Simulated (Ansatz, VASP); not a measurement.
# One calculation of PbS, two programs

INCAR

```
PREC = Accurate
ENCUT = 520
EDIFF = 1E-7
ISMEAR = 0
SIGMA = 0.01
LREAL = F
LASPH = T
NELM = 80
ALGO = Normal
ISIF = 2
LWAVE = F
LCHARG = F
GGA = PE
NBANDS = 28
```

The input KPOINTS:

```
Automatic mesh
0
Gamma
  6 6 4
```

POSCAR

```
PbS
1.0
    5.0756808223      0.0000000000      0.0000000000
   -2.5378404111      4.3956685336      0.0000000000
    0.0000000000      0.0000000000      6.0979024118
Pb S
2 2
Direct
    0.3333333333      0.6666666667      0.2500000000
    0.6666666667      0.3333333333      0.7500000000
    0.6666666667      0.3333333333      0.2500000000
    0.3333333333      0.6666666667      0.7500000000
```

Input for Ansatz:

```yaml
crystal:
  lattice:
    - [5.0756808223, 0.0, 0.0]
    - [-2.5378404111, 4.3956685336, 0.0]
    - [0.0, 0.0, 6.0979024118]
  atoms:
    - { symbol: Pb, position: [0.3333333333, 0.6666666667, 0.25] }
    - { symbol: Pb, position: [0.6666666667, 0.3333333333, 0.75] }
    - { symbol: S, position: [0.6666666667, 0.3333333333, 0.25] }
    - { symbol: S, position: [0.3333333333, 0.6666666667, 0.75] }
kpoints:
  mp_grid: { grid: [6, 6, 4] }
hamiltonian:
  xc: pbe
scf:
  occupations: { method: fixed }
  n_extra_bands: 5
output:
  forces: true
  stress: true
  eigenvalues: true
```

Alike in both runs: task single point; functional PBE; k mesh 6 × 6 × 4; no spin polarisation.

|  | VASP | Ansatz |
| --- | --- | --- |
| version | VASP 6.6.1 | Ansatz 0.2.0 |
| potentials or method | VASP PAW PBE potentials, release 64 (Pb_d, S) | plane waves, PAW |
| plane-wave cutoff (eV) | 520 | 420 |
| occupations | gaussian, width 0.01 eV | fixed |
| valence electrons in the cell | 40 | 40 |

VASP gave:

```
gap on the k mesh at the Fermi level (eV)                     : 1.48
pressure (GPa)                                                : -1.2
traceless stress, the component that is largest in VASP (GPa) : -0.06
```

Q: What did Ansatz give for the same quantities?

A: gap on the k mesh at the Fermi level (eV): 1.47; pressure (GPa): -1.1; traceless stress, the component that is largest in VASP (GPa): -0.06.

Spin-orbit coupling is off throughout.
